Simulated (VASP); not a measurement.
Write the native input for VASP 6.6.1 that does the following.

* Task: relaxation of cell and atoms
* Functional: PBEsol
* Potentials or basis: VASP PAW PBE potentials, release 64 (Hf_pv, O)
* Cutoff: 600 eV
* k mesh: 4 × 4 × 4
* Occupations: gaussian, width 0.01 eV
* Spin: no spin polarisation
* Target pressure: 10 GPa
* Dipole correction: no
* Further INCAR settings: ALGO = Normal; EDIFF = 1e-06; IBRION = 2; EDIFFG = -0.1; NSW = 80; ISIF = 3

The structure of HfO2 lies in POSCAR:

```
HfO2
1.0
    3.6168510000      0.0000000000      0.0000000000
    1.8084255000      3.1322848477      0.0000000000
    1.8084255000      1.0440949492      2.9531464752
Hf O
1 2
Direct
    0.0000000000      0.0000000000      0.0000000000
    0.2500000000      0.2500000000      0.2500000000
    0.7500000000      0.7500000000      0.7500000000
```

The input as run:

INCAR

```
SYSTEM = HfO2
PREC = Accurate
ENCUT = 600
EDIFF = 1E-6
ISMEAR = 0
SIGMA = 0.01
LREAL = .FALSE.
LASPH = .TRUE.
NELM = 100
ALGO = Normal
ISIF = 3
LWAVE = .FALSE.
LCHARG = .FALSE.
GGA = PS
IBRION = 2
NSW = 80
EDIFFG = -0.1
PSTRESS = 100.0
```

KPOINTS

```
Automatic mesh
0
G
  4 4 4
  0 0 0
```

Potentials or basis: VASP PAW PBE potentials, release 64 (Hf_pv, O).

Launch:

```bash
$ cat potpaw_PBE.64/Hf_pv/POTCAR potpaw_PBE.64/O/POTCAR > POTCAR
$ mpirun -np 1 vasp_std > vasp.out
```

Results of the run:

The relaxed volume is 10.22 Å³/atom and the relaxed cell is a = 3.514 Å, b = 3.514 Å, c = 3.514 Å, α = 60.00°, β = 60.00°, γ = 60.00°. The space group after relaxing (to 0.05 Å) is Fm-3m (No. 225), the energy change on relaxing (the enthalpy is what falls) is -19.9 meV/atom and the ionic steps are 3. The pressure after relaxing is 8.6 GPa and the band gap on the k mesh is 3.83 eV, direct.

Caveat: the k points lie up to 0.55 Å⁻¹ apart in the final cell; the cell is relaxed towards a set pressure, so the enthalpy falls and the energy may rise; the PAW data sets were made with another functional, which shifts forces and pressure a little; spin-orbit coupling is left out, which moves the levels of the heavy elements.

It took 41 s on 1 thread of Intel(R) Xeon(R) Platinum 8259CL CPU @ 2.50GHz (Skylake/Cascade Lake), with other jobs on the host, peak memory 0.17 GiB.
